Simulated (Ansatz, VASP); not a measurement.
# Two plane-wave programs on Pt

```
Pt
1.0
     2.80738    0.00000    0.00000
    -1.40369    2.43126    0.00000
     0.00000    0.00000   24.16886
Pt
5
Direct
  0.66667 0.33333 0.31063
  0.33333 0.66667 0.40624
  0.00000 0.00000 0.50000
  0.66667 0.33333 0.59376
  0.33333 0.66667 0.68937
```

Alike in both runs: functional PBE; k mesh 12 × 12 × 1; occupations gaussian, width 0.1 eV; no spin polarisation.

Ansatz relaxed the structure, and its values are those at the end. VASP's run is a single point on that final structure, the one shown.

```csv
,VASP,Ansatz
version,VASP 6.6.1,Ansatz 0.2.0
potentials or method,"VASP PAW PBE potentials, release 64 (Pt), cutoff 520 eV","scalar-relativistic, plane waves, PAW"
valence electrons in the cell,50,90
```

```tsv
	VASP	Ansatz	Ansatz less VASP
gap on the k mesh at the Fermi level (eV)	none	none	-
rms of the force components (eV/Å)	0.007	0.003	-0.0044
work function, face that differs most (eV)	5.69	5.69	-0.001
```

A gap of «none» marks a metal or a gap that the smearing closes. VASP's potentials hold 50 valence electrons a cell and Ansatz's 90, so a difference there can come from the potentials and not from the codes.

Neither program's run includes spin-orbit coupling.
